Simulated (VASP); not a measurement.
# CdI2 (P-3m1) in VASP: further runs, part 2 of 2

VASP 6.6.1. The steps go on from the part before.

## 4. Single point, PBEsol

INCAR

```
SYSTEM = CdI2
PREC = Accurate
ENCUT = 500
EDIFF = 1E-6
ISMEAR = 0
SIGMA = 0.2
LREAL = .False.
LASPH = .True.
NELM = 120
ALGO = Normal
ISIF = 2
LWAVE = .False.
LCHARG = .True.
GGA = PS
LELF = .True.
LVHAR = .True.
NBANDS = 20
GGA_COMPAT = .False.
```

KPOINTS

```
regular mesh
0
Gamma
  6 6 4
  0 0 0
```

POSCAR

```
CdI2
1.0
    4.2470087284      0.0000000000      0.0000000000
   -2.1235043642      3.6780174489      0.0000000000
    0.0000000000      0.0000000000      6.8950251473
Cd I
1 2
Direct
    0.0000000000      0.0000000000      0.0000000000
    0.3333333333      0.6666666667      0.2493934756
    0.6666666667      0.3333333333      0.7506065244
```

Potentials or basis: VASP PAW PBE potentials, release 64 (Cd, I).

Started as:

```
> cat potpaw_PBE.64/Cd/POTCAR potpaw_PBE.64/I/POTCAR > POTCAR
> mpirun -np 1 vasp_std > vasp.out
```

OUTCAR:

```text
SYSTEM = CdI2
   PREC = Accurate
   ENCUT = 500
   EDIFF = 1E-6
   ISMEAR = 0
   LREAL = .False.
   LASPH = .True.
   NELM = 120
   ISIF = 2
   GGA = PS

 ion  position               nearest neighbor table
   1  0.000  0.000  0.000-   2 2.99   3 2.99   3 2.99   2 2.99   3 2.99   2 2.99
   2  0.333  0.667  0.249-   1 2.99   1 2.99   1 2.99
   3  0.667  0.333  0.751-   1 2.99   1 2.99   1 2.99

  LATTYP: Found a hexagonal cell.
 ALAT       =     4.2470087284
 C/A-ratio  =     1.6235015250

  Lattice vectors:

 A1 = (   4.2470087284,   0.0000000000,   0.0000000000)
 A2 = (  -2.1235043642,   3.6780174489,   0.0000000000)
 A3 = (   0.0000000000,   0.0000000000,   6.8950251473)

Analysis of symmetry for initial positions (statically):
=====================================================================
 Subroutine PRICEL returns:
 Original cell was already a primitive cell.

 Routine SETGRP: Setting up the symmetry group for a
 hexagonal supercell.

 Subroutine GETGRP returns: Found 12 space group operations
 (whereof 12 operations were pure point group operations)
 out of a pool of 24 trial point group operations.

The static configuration has the point symmetry D_3d.

Analysis of symmetry for dynamics (positions and initial velocities):
=====================================================================
 Subroutine PRICEL returns:
 Original cell was already a primitive cell.

 Routine SETGRP: Setting up the symmetry group for a
 hexagonal supercell.

 Subroutine GETGRP returns: Found 12 space group operations
 (whereof 12 operations were pure point group operations)
 out of a pool of 24 trial point group operations.

The dynamic configuration has the point symmetry D_3d.

 Subroutine INISYM returns: Found 12 space group operations
 (whereof 12 operations are pure point group operations),
 and found     1 'primitive' translations

----------------------------------------------------------------------------------------

                                     Primitive cell

  volume of cell :     107.7042

  direct lattice vectors                    reciprocal lattice vectors
     4.247008728  0.000000000  0.000000000     0.235459841  0.135942803  0.000000000
    -2.123504364  3.678017449  0.000000000     0.000000000  0.271885605  0.000000000
     0.000000000  0.000000000  6.895025147     0.000000000  0.000000000  0.145032103

  length of vectors
     4.247008728  4.247008728  6.895025147     0.271885605  0.271885605  0.145032103

  position of ions in fractional coordinates (direct lattice)
     0.000000000  0.000000000  0.000000000
     0.333333333  0.666666667  0.249393476
     0.666666667  0.333333333  0.750606524

  ion indices of the primitive-cell ions
   primitive index   ion index
                 1           1
                 2           2
                 3           3

----------------------------------------------------------------------------------------

 KPOINTS: regular mesh

Automatic generation of k-mesh.
 Grid dimensions read from file:
 generate k-points for:    6    6    4

 Generating k-lattice:

  Cartesian coordinates                     Fractional coordinates (reciprocal lattice)
     0.039243307  0.022657134  0.000000000     0.166666667  0.000000000  0.000000000
     0.000000000  0.045314268  0.000000000     0.000000000  0.166666667  0.000000000
     0.000000000  0.000000000  0.036258026     0.000000000  0.000000000  0.250000000

  Length of vectors
     0.045314268  0.045314268  0.036258026

  Shift w.r.t. Gamma in fractional coordinates (k-lattice)
     0.000000000  0.000000000  0.000000000

 Subroutine IBZKPT returns following result:
 ===========================================

 Found     24 irreducible k-points:

 Following reciprocal coordinates:
            Coordinates               Weight
  0.000000  0.000000  0.000000      1.000000
  0.166667 -0.000000  0.000000      6.000000
  0.333333  0.000000  0.000000      6.000000
  0.500000  0.000000  0.000000      3.000000
  0.166667  0.166667  0.000000      6.000000
  0.333333  0.166667  0.000000     12.000000
[... 16 lines left out ...]
  0.333333  0.166667  0.500000     12.000000
  0.333333  0.333333  0.500000      2.000000
   k-points           NKPTS =     24   k-points in BZ     NKDIM =     24   number of bands    NBANDS=     20
   number of dos      NEDOS =    301   number of ions     NIONS =      3
   total plane-waves  NPLWV =  51200
   dimension x,y,z NGX =    32 NGY =   32 NGZ =   50
   dimension x,y,z NGXF=    64 NGYF=   64 NGZF=  100
   ions per type =               1   2
   NGX,Y,Z   is equivalent  to a cutoff of  12.53, 12.53, 12.06 a.u.
   NGXF,Y,Z  is equivalent  to a cutoff of  25.05, 25.05, 24.11 a.u.
 SYSTEM =  CdI2
   PREC   = accura    normal or accurate (medium, high low for compatibility)
   ISTART =      0    job   : 0-new  1-cont  2-samecut
   ICHARG =      2    charge: 1-file 2-atom 10-const
   ISPIN  =      1    spin polarized calculation?
   LNONCOLLINEAR =      F non collinear calculations
   LSORBIT =      F    spin-orbit coupling
   LASPH  =      T    aspherical Exc in radial PAW
   ENCUT  =  500.0 eV  36.75 Ry    6.06 a.u.   7.74  7.74 12.57*2*pi/ulx,y,z
   NELM   =    120;   NELMIN=  2; NELMDL= -5     # of ELM steps
   EDIFF  = 0.1E-05   stopping-criterion for ELM
   LREAL  =      F    real-space projection
   EDIFFG = 0.1E-04   stopping-criterion for IOM
   NSW    =      0    number of steps for IOM
   IBRION =     -1    ionic relax: 0-MD 1-quasi-New 2-CG
   NFREE  =      0    steps in history (QN), initial steepest desc. (CG)
   ISIF   =      2    stress and relaxation
   ISYM   =      2    0-nonsym 1-usesym 2-fastsym
   POTIM  = 0.5000    time-step for ionic-motion
   TEBEG  =    0.0;   TEEND  =   0.0 temperature during run
   PSTRESS=    0.0 pullay stress
   NELECT =      26.0000    total number of electrons
   NUPDOWN=      -1.0000    fix difference up-down
   EMIN   =  10.00;   EMAX   =-10.00  energy-range for DOS
   EFERMI =   0.00;   METHOD = LEGACY
   ISMEAR =     0;   SIGMA  =   0.20  broadening in eV -4-tet -1-fermi 0-gaus
   EFERMI_NEDOS =   21; number of points for ismear=-14 and -15
   IALGO  =     38    algorithm
   IMIX   =      4    mixing-type and parameters
     AMIX     =   0.40;   BMIX     =  1.00
     AMIX_MAG =   1.60;   BMIX_MAG =  1.00
  volume/ion in A,a.u.               =      35.90       242.27
  Fermi-wavevector in a.u.,A,eV,Ry     =   1.019346  1.926285 14.137359  1.039067
  Thomas-Fermi vector in A             =   2.152855
   LORBIT       =      0    0 simple, 1 ext, 2 COOP (PROOUT), +10 PAW based schemes
   GGA     = PS    functional components
   LHFCALC =     F    Hartree Fock is set to
   AEXX    =    0.0000 exact exchange contribution
   IVDW    =     0    specifies the selected vdW correction
   LEPSILON=     F    determine dielectric tensor
   LRPA    =     F    only Hartree local field effects (RPA)
 non-spin polarized calculation
 Gauss-broadening in eV      SIGMA  =   0.20
  energy-cutoff  :      500.00
  volume of cell :      107.70
 maximum number of plane-waves:      2786
 NGX is ok and might be reduce to    32
   NGX = 15   NGY = 15   NGZ = 25

 number of electron      25.9999997 magnetization

 Free energy of the ion-electron system (eV)
  ---------------------------------------------------
  ext. energy  EPLUGINS =         0.00000000
  ---------------------------------------------------
  free energy    TOTEN  =        -6.37180727 eV

  energy without entropy =       -6.37180727  energy(sigma->0) =       -6.37180727

 E-fermi :   2.7180     XC(G=0):  -8.7269

 val. band max:        1.8450850378   @ k =   0.0000   0.0000   0.5000
 cond. band min:       4.1356952755   @ k =   0.5000   0.0000   0.5000
 fundamental gap:      2.2906102377
 Fermi energy:         2.7179891902

 k-point     1 :       0.0000    0.0000    0.0000
  band No.  band energies     occupation
      1     -10.2888      2.00000
      2      -9.5916      2.00000
      3      -5.6921      2.00000
      4      -5.6921      2.00000
      5      -5.5780      2.00000
      6      -5.4921      2.00000
[... 12 lines left out ...]
     19      10.7611      0.00000
     20      10.9525      0.00000
[... 507 lines left out ...]
 k-point    24 :       0.3333    0.3333    0.5000
  band No.  band energies     occupation
      1      -9.5549      2.00000
      2      -9.5549      2.00000
      3      -5.5275      2.00000
      4      -5.5275      2.00000
      5      -5.4643      2.00000
      6      -5.4502      2.00000
[... 12 lines left out ...]
     19      10.7412      0.00000
     20      10.7412      0.00000

------------------------ aborting loop because EDIFF is reached ----------------------------------------

  FORCE on cell =-STRESS in cart. coord.  units (eV):
  Direction    XX          YY          ZZ          XY          YZ          ZX
  --------------------------------------------------------------------------------------
  -------------------------------------------------------------------------------------
  Total       -0.3509243     -0.3509243     -0.3254317      0.0000000     -0.0000000      0.0000000
  in kB       -5.2202495     -5.2202495     -4.8410281      0.0000000     -0.0000000      0.0000000
  external PRESSURE =      -5.0938424 kB  Pullay stress =       0.0000000 kB

 VOLUME and BASIS-vectors are now :
 -----------------------------------------------------------------------------
  energy-cutoff  :      500.00
  volume of cell :      107.70
      direct lattice vectors                 reciprocal lattice vectors
     4.247008728  0.000000000  0.000000000     0.235459841  0.135942803  0.000000000
    -2.123504364  3.678017449  0.000000000     0.000000000  0.271885605  0.000000000
     0.000000000  0.000000000  6.895025147     0.000000000  0.000000000  0.145032103

 POSITION                                       TOTAL-FORCE (eV/Angst)
 -----------------------------------------------------------------------------------
      0.00000      0.00000      0.00000         0.000000      0.000000      0.000000
     -0.00000      2.45201      1.71957         0.000000      0.000000     -0.123019
      2.12350      1.22601      5.17545        -0.000000     -0.000000      0.123019
 -----------------------------------------------------------------------------------
    total drift:                                0.000000     -0.000000      0.000000

  FREE ENERGIE OF THE ION-ELECTRON SYSTEM (eV)
  ---------------------------------------------------
  free  energy   TOTEN  =        -6.3718072706 eV

  energy  without entropy=       -6.3718072705  energy(sigma->0) =       -6.37180727
```

OSZICAR:

```text
N       E                     dE             d eps       ncg     rms          rms(c)
DAV:   1     0.155305734366E+03    0.15531E+03   -0.11343E+04   960   0.108E+03
DAV:   2     0.259220830791E+01   -0.15271E+03   -0.14711E+03  1152   0.242E+02
DAV:   3    -0.656137681577E+01   -0.91536E+01   -0.91227E+01  1140   0.594E+01
DAV:   4    -0.670827053746E+01   -0.14689E+00   -0.14687E+00  1304   0.728E+00
DAV:   5    -0.670957544446E+01   -0.13049E-02   -0.13049E-02  1152   0.683E-01    0.624E+00
DAV:   6    -0.639909061818E+01    0.31048E+00   -0.60476E-01  1028   0.830E+00    0.519E+00
DAV:   7    -0.637347468266E+01    0.25616E-01   -0.17008E-01  1084   0.255E+00    0.223E+00
DAV:   8    -0.637204633402E+01    0.14283E-02   -0.22389E-02  1080   0.161E+00    0.350E-01
DAV:   9    -0.637181909278E+01    0.22724E-03   -0.24741E-03  1096   0.535E-01    0.113E-01
DAV:  10    -0.637180174167E+01    0.17351E-04   -0.28714E-04  1108   0.170E-01    0.392E-02
DAV:  11    -0.637180750928E+01   -0.57676E-05   -0.27936E-05  1084   0.427E-02    0.199E-02
DAV:  12    -0.637180727056E+01    0.23872E-06   -0.17582E-06   824   0.118E-02
   1 F= -.63718073E+01 E0= -.63718073E+01  d E =-.444607E-10
```

Wall time 30 s (1 thread of Intel Xeon Platinum 8375C at 2.90GHz (Ice Lake), shared host); peak memory 0.24 GiB.

Results:

- Free energy: -6.3718 eV
- Pressure: -0.5 GPa
- Largest force: 0.123 eV/Å
- Band gap on the k mesh: 2.29 eV, indirect (least direct gap 2.49 eV)

Forces on the atoms (eV/Å):
```
Cd   0.000  0.000  0.000
I    0.000  0.000 -0.123
I    0.000  0.000  0.123
```

Caveat: the PAW data sets were made with another functional, which shifts forces and pressure a little; spin-orbit coupling is left out, which moves the levels of the heavy elements; this functional lacks dispersion, which binds the layers, so the pressure and a relaxed spacing across them are unreliable. A k mesh can miss the band edges.

## 5. The runs side by side

| k mesh | smearing | gap on the mesh (eV) | pressure (GPa) | largest force (eV/Å) |
| --- | --- | --- | --- | --- |
| 8 × 8 × 1 | gaussian 0.01 eV | 2.39 | -0.9 | 0.07 |
| 6 × 6 × 4 | gaussian 0.01 eV | 2.29 | -0.5 | 0.12 |
| 6 × 6 × 4 | gaussian 0.2 eV | 2.29 | -0.5 | 0.12 |

Alike in all rows: task single point; level PBEsol; potentials or basis VASP PAW PBE potentials, release 64 (Cd, I); no spin polarisation; cell as given; cutoff (eV) 500.

Caveats: some runs use coarse meshes; the PAW data sets were made with another functional, which shifts forces and pressure a little; spin-orbit coupling is left out, which moves the levels of the heavy elements; this functional lacks dispersion, which binds the layers, so the pressure and a relaxed spacing across them are unreliable.

Total energies depend on the potentials used, so only differences within one code and one set of settings carry meaning.
